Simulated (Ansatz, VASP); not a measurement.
# Zr7Cl in VASP and in Ansatz

```xyz
8
Lattice="-3.3520 3.3520 3.3520 3.3520 -3.3520 3.3520 3.3520 3.3520 -3.3520" Properties=species:S:1:pos:R:3 pbc="T T T"
Zr    3.3520    0.0000    0.0000
Zr    0.0000    0.0000    3.3520
Zr    0.0000    3.3520    0.0000
Zr    1.6760    1.6760   -1.6760
Zr    1.6760   -1.6760    1.6760
Zr   -1.6760    1.6760    1.6760
Zr    1.6760    1.6760    1.6760
Cl    0.0000    0.0000    0.0000
```

Change from the starting cell: species swapped into the Fe7Co type (Im-3m, No. 229).

Alike in both runs: task single point; functional PBE; k mesh 4 × 4 × 4; occupations gaussian, width 0.1 eV; no spin polarisation.

|  | VASP | Ansatz |
| --- | --- | --- |
| version | VASP 6.6.1 | Ansatz 0.2.0 |
| potentials or method | VASP PAW PBE potentials, release 64 (Zr_sv, Cl), cutoff 520 eV | scalar-relativistic, plane waves, PAW |
| valence electrons in the cell | 91 | 91 |

Ansatz gave:

- gap on the k mesh at the Fermi level (eV): none
- pressure (GPa): 16.8

Question: Estimate VASP's values.

Answer: gap on the k mesh at the Fermi level (eV): none; pressure (GPa): 16.9.

A gap of «none» marks a metal or a gap that the smearing closes. The functional is the same, so the differences come from potentials, cutoffs and numerics.
